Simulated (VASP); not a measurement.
Input of a VASP 6.6.1 run:

INCAR

```
PREC = Accurate ; ENCUT = 520
EDIFF = 1E-6 ; ISMEAR = 0
SIGMA = 0.1 ; LREAL = False
LASPH = True ; NELM = 60
ALGO = Normal ; ISIF = 2
LWAVE = False ; LCHARG = False
GGA = PS ; NBANDS = 29
```

Contents of KPOINTS:

```
Automatic mesh
0
Gamma
  12 12 12
```

Contents of POSCAR:

```
TiSi2
1.0
    1.6066928733     -5.7637791958      0.0000000000
    1.6066928733      5.7637791958      0.0000000000
    0.0000000000      0.0000000000      3.2427856392
Ti Si
2 4
Direct
    0.9025652584      0.0974347416      0.7500000000
    0.0974347416      0.9025652584      0.2500000000
    0.5684231053      0.4315768947      0.7500000000
    0.4315768947      0.5684231053      0.2500000000
    0.2495411864      0.7504588136      0.7500000000
    0.7504588136      0.2495411864      0.2500000000
```

Potentials or basis: VASP PAW PBE potentials, release 64 (Ti_sv, Si).

Command:

```console
$ cat potpaw_PBE.64/Ti_sv/POTCAR potpaw_PBE.64/Si/POTCAR > POTCAR
$ mpirun -np 1 vasp_std > vasp.out
```

What does it give for the band gap on the k mesh?

Zero (bands 20 and 21 overlap by 0.86 eV).

Predict the largest force.

0.013 eV/Å.

What does it give for the pressure?

90.2 GPa.

Stress tensor (GPa, compression positive):
```
90.20  0.00  0.00
 0.00 90.05  0.00
 0.00  0.00 90.31
```

Caveat: the cell stands under pressure; the PAW data sets were made with another functional, which shifts forces and pressure a little.
